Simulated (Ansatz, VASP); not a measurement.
# Rb: VASP beside Ansatz

```xyz
1
Lattice="-2.1890 2.1890 3.4276 2.1890 -2.1890 3.4276 2.1890 2.1890 -3.4276" Properties=species:S:1:pos:R:3 pbc="T T T"
Rb    0.0000    0.0000    0.0000
```

Alike in both runs: task single point; functional LDA; k mesh 14 × 14 × 14; occupations gaussian, width 0.15 eV; no spin polarisation.

|  | VASP | Ansatz |
| --- | --- | --- |
| version | VASP 6.6.1 | Ansatz 0.2.0 |
| potentials or method | VASP PAW LDA potentials, release 64 (Rb_sv), cutoff 520 eV | scalar-relativistic, plane waves, PAW |
| valence electrons in the cell | 9 | 9 |

```tsv
	VASP	Ansatz	Ansatz less VASP
gap on the k mesh at the Fermi level (eV)	none	none	-
pressure (GPa)	0.8	0.8	0.00
traceless stress, the component that is largest in VASP (GPa)	-0.12	-0.12	0.000
```

LDA's correlation is that of Perdew and Zunger in VASP and of Perdew and Wang (1992) in Ansatz. A gap of «none» marks a metal or a gap that the smearing closes.
